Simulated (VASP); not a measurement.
Wanted: the native input for a VASP 6.6.1 run.

| Property | Result |
| --- | --- |
| Task | single point |
| Functional | PBEsol |
| Potentials or basis | VASP PAW PBE potentials, release 64 (Ga_d, Sb) |
| Cutoff | 520 eV |
| k mesh | 12 × 12 × 12 |
| Occupations | gaussian, width 0.1 eV |
| Spin | no spin polarisation |
| Dipole correction | no |
| Further INCAR settings | ALGO = Normal; EDIFF = 1e-06; NBANDS = 16 |

The structure of GaSb lies in POSCAR:

```
GaSb
1.0
    0.0000000000      3.0130538200      3.0130538200
    3.0130538200      0.0000000000      3.0130538200
    3.0130538200      3.0130538200      0.0000000000
Ga Sb
1 1
Direct
    0.0000000000      0.0000000000      0.0000000000
    0.7500000000      0.7500000000      0.7500000000
```

This cell differs from its parent crystal: strained.

These files were run (other wordings do the same):

INCAR

```
SYSTEM = GaSb
ALGO = Normal
EDIFF = 1E-6
ENCUT = 520
GGA = PS
ISIF = 2
ISMEAR = 0
LASPH = .True.
LCHARG = .False.
LREAL = .False.
LWAVE = .False.
NBANDS = 16
NELM = 100
PREC = Accurate
SIGMA = 0.1
```

KPOINTS

```
k-points
0
Gamma
  12 12 12
  0 0 0
```

Potentials or basis: VASP PAW PBE potentials, release 64 (Ga_d, Sb).

Launch:

```bash
$ cat potpaw_PBE.64/Ga_d/POTCAR potpaw_PBE.64/Sb/POTCAR > POTCAR
$ mpirun -np 1 vasp_std > vasp.out
```

Results of the run:

The pressure is 2.5 GPa. The band gap on the k mesh is 0.32 eV, direct.

Caveat: the cell differs from its parent crystal (strained); the PAW data sets were made with another functional, which shifts forces and pressure a little; spin-orbit coupling is left out, which moves the levels of the heavy elements.

It took 45 s on 1 thread of Intel(R) Xeon(R) Platinum 8259CL CPU @ 2.50GHz (Skylake/Cascade Lake), with other jobs on the host, peak memory 0.22 GiB.
